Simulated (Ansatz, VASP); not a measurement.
## One calculation of Si, two programs

INCAR

```
SYSTEM = Si
  ALGO = Normal
  EDIFF = 1E-6
  ENCUT = 520
  GGA = PE
  ISIF = 2
  ISMEAR = -1
  LASPH = .True.
  LCHARG = .True.
  LELF = .True.
  LREAL = .False.
  LVHAR = .True.
  LWAVE = .False.
  NBANDS = 11
  NELM = 60
  PREC = Accurate
  SIGMA = 0.08
```

Contents of KPOINTS:

```
k-points
0
Gamma
  12 12 12
  0 0 0
```

The input POSCAR:

```
Si
1.0
    0.0000000000      2.7379129186      2.7379129186
    2.7379129186      0.0000000000      2.7379129186
    2.7379129186      2.7379129186      0.0000000000
Si
2
Direct
    0.5000000000      0.5000000000      0.5000000000
    0.7500000000      0.7500000000      0.7500000000
```

Input for Ansatz:

```yaml
crystal:
  lattice:
    - [0.0, 2.7379129186, 2.7379129186]
    - [2.7379129186, 0.0, 2.7379129186]
    - [2.7379129186, 2.7379129186, 0.0]
  atoms:
    - { symbol: Si, position: [0.5, 0.5, 0.5] }
    - { symbol: Si, position: [0.75, 0.75, 0.75] }
kpoints:
  mp_grid: { grid: [12, 12, 12] }
scf:
  occupations: { method: fermi_dirac, width: 0.08 }
hamiltonian:
  xc: pbe
  pseudopotentials: { kind: all_electron, lapw: { basis_error: 0.00025 } }
output:
  forces: true
  stress: true
  eigenvalues: true
```

Change from the starting cell: volume scaled by 1.025.

Alike in both runs: task single point; functional PBE; k mesh 12 × 12 × 12; occupations fermi-dirac, width 0.08 eV; no spin polarisation.

|  | VASP | Ansatz |
| --- | --- | --- |
| version | VASP 6.6.1 | Ansatz 0.2.0 |
| potentials or method | VASP PAW PBE potentials, release 64 (Si), cutoff 520 eV | all-electron LAPW, scalar-relativistic |

|  | VASP | Ansatz | Ansatz less VASP |
| --- | --- | --- | --- |
| pressure (GPa) | -0.3 | -0.3 | +0.05 |

Ansatz ran all-electron here, and VASP with PAW potentials.
